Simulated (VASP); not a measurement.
Nb: electric field gradients with PBE

The system is Nb.

```
CELL_PARAMETERS angstrom
0.00000 2.11500 2.11500
2.11500 0.00000 2.11500
2.11500 2.11500 0.00000
ATOMIC_POSITIONS crystal
Nb 0.00000 0.00000 0.00000
```

| Property | Result |
| --- | --- |
| Program | VASP 6.6.1 |
| Task | electric field gradients |
| Functional | PBE |
| Potentials or basis | VASP PAW PBE potentials, release 64 (Nb_sv) |
| Cutoff | 520 eV |
| k mesh | 13 × 13 × 13 |
| Occupations | fermi-dirac, width 0.08 eV |
| Spin | non-collinear spin, zero start, spin-orbit coupling |
| Starting moments | [[0.0, 0.0, 0.0]] μB |
| Dipole correction | no |
| Further INCAR settings | ALGO = Normal; EDIFF = 1e-08; NBANDS = 24 |

| Item | Value |
| --- | --- |
| Pressure | -1.4 GPa |
| Net moment | 0.00 μB per cell |
| Valence electrons inside the program's atomic spheres | Nb 10.63 |

Moments on the atoms (μB; x, y, z):
```
Nb  0.00 0.00 0.00
```

Wall time 90 s on 1 thread of Intel Xeon 6975P-C, with other jobs on the host, peak memory 0.23 GiB.

Caveat: without QUAD_EFG the Cq values of the log hold for a quadrupole moment of 1 mb, not for the nuclei.
